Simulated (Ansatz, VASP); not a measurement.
# CdSe: VASP beside Ansatz

```xyz
2
Lattice="0.0000 3.1432 3.1432 3.1432 0.0000 3.1432 3.1432 3.1432 0.0000" Properties=species:S:1:pos:R:3 pbc="T T T"
Cd    0.0000    0.0000    0.0000
Se    4.7147    4.7147    4.7147
```

Alike in both runs: functional RPBE; k mesh 5 × 5 × 5; no spin polarisation.

Ansatz relaxed the structure, and its values are those at the end. VASP's run is a single point on that final structure, the one shown.

|  | VASP | Ansatz |
| --- | --- | --- |
| version | VASP 6.6.1 | Ansatz 0.2.0 |
| potentials or method | VASP PAW PBE potentials, release 64 (Cd, Se) | plane waves, PAW |
| plane-wave cutoff (eV) | 520 | 420 |
| occupations | gaussian, width 0.01 eV | fixed |
| valence electrons in the cell | 18 | 36 |

Ansatz gave:

* pressure (GPa): 0.0

**Question.** What did VASP give for the same quantities?

**Answer.** Pressure (GPa): 0.2.

VASP's potentials were made for PBE, not for RPBE. VASP's potentials hold 18 valence electrons a cell and Ansatz's 36, so a difference there can come from the potentials and not from the codes.
